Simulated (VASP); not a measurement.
Runs of VASP 6.6.1 on AlSn. The structure is that of space group Fd-3m (No. 227), or close to it. The cells are those of the table. The cell was built from a structure type or drawn by symmetry, and may not be a known phase.

```csv
task,cell,k mesh,cutoff (eV),gap on the mesh (eV),pressure (GPa),relaxed volume (Å³/atom)
relaxation of cell and atoms,"relaxed from a = 5.132 Å, angles 60.0°, 4 atoms",12 × 12 × 12,600,none,0.0,23.10
single point,"a = 4.990 Å, angles 60.0°, 4 atoms",4 × 4 × 4,520,none,5.0,-
relaxation of cell and atoms,"relaxed from a = 4.990 Å, angles 60.0°, 4 atoms",4 × 4 × 4,600,none,0.0,(b)
single point,"a = 5.132 Å, angles 60.0°, 4 atoms",4 × 4 × 4,520,none,-0.3,-
single point,"a = 5.076 Å, angles 60.0°, 4 atoms",12 × 12 × 12,520,none,(a),-
```

Alike in all rows: level PBE; potentials or basis VASP PAW PBE potentials, release 64 (Al, Sn_d); no spin polarisation; smearing gaussian 0.1 eV.

Q: Estimate the missing entries.

A: (a) -0.1; (b) 23.75.

Caveats: some runs use coarse meshes; spin-orbit coupling is left out, which moves the levels of the heavy elements.

A k mesh can miss the band edges, and the runs leave out spin-orbit coupling on Sn.

A gap of «none» marks levels without a gap at the run's occupations.
